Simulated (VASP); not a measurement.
Write the native input for VASP 6.6.1 that does the following.

| Property | Result |
| --- | --- |
| Task | relaxation of cell and atoms |
| Functional | PBE |
| Dispersion | D4 |
| Potentials or basis | VASP PAW PBE potentials, release 64 (B, As) |
| Cutoff | 500 eV |
| k mesh | 8 × 8 × 8 |
| Occupations | methfessel-paxton, width 0.01 eV |
| Spin | no spin polarisation |
| Target pressure | -2 GPa |
| Dipole correction | no |
| Further INCAR settings | ALGO = Normal; EDIFF = 1e-07; IBRION = 2; EDIFFG = -0.01; NSW = 80; ISIF = 3 |

The structure of BAs lies in POSCAR:

```
BAs
1.0
    0.0000000000      2.3885000000      2.3885000000
    2.3885000000      0.0000000000      2.3885000000
    2.3885000000      2.3885000000      0.0000000000
B As
1 1
Direct
    0.0000000000      0.0000000000      0.0000000000
    0.2500000000      0.2500000000      0.2500000000
```

One way to write it, as run:

INCAR

```
SYSTEM = BAs
PREC = Accurate
ENCUT = 500
EDIFF = 1E-7
ISMEAR = 1
SIGMA = 0.01
LREAL = .False.
LASPH = .True.
NELM = 120
ALGO = Normal
ISIF = 3
LWAVE = .False.
LCHARG = .False.
GGA = PE
IVDW = 13
IBRION = 2
NSW = 80
EDIFFG = -0.01
PSTRESS = -20.0
GGA_COMPAT = .False.
NELMIN = 4
```

KPOINTS

```
regular mesh
0
Gamma
  8 8 8
  0 0 0
```

Potentials or basis: VASP PAW PBE potentials, release 64 (B, As).

Launch:

```console
$ cat potpaw_PBE.64/B/POTCAR potpaw_PBE.64/As/POTCAR > POTCAR
$ mpirun -np 1 vasp_std > vasp.out
```

Results of the run:

```
Relaxed volume                                         : 13.73 Å³/atom
Relaxed cell                                           : a = 3.386 Å, b = 3.386 Å, c = 3.386 Å, α = 60.00°, β = 60.00°, γ = 60.00°
Space group after relaxing (to 0.05 Å)                 : F-43m (No. 216)
Energy change on relaxing (the enthalpy is what falls) : +1.0 meV/atom
Ionic steps                                            : 3
Pressure after relaxing                                : -2.0 GPa
Band gap on the k mesh                                 : 1.20 eV, indirect (least direct gap 3.27 eV)
Dispersion energy per atom                             : -0.373 eV
```

Caveat: the cell is relaxed towards a set pressure, so the enthalpy falls and the energy may rise.

Run time: 21 s on 1 thread of Intel(R) Xeon(R) 6975P-C (Granite Rapids), on a shared host, peak memory 0.16 GiB.
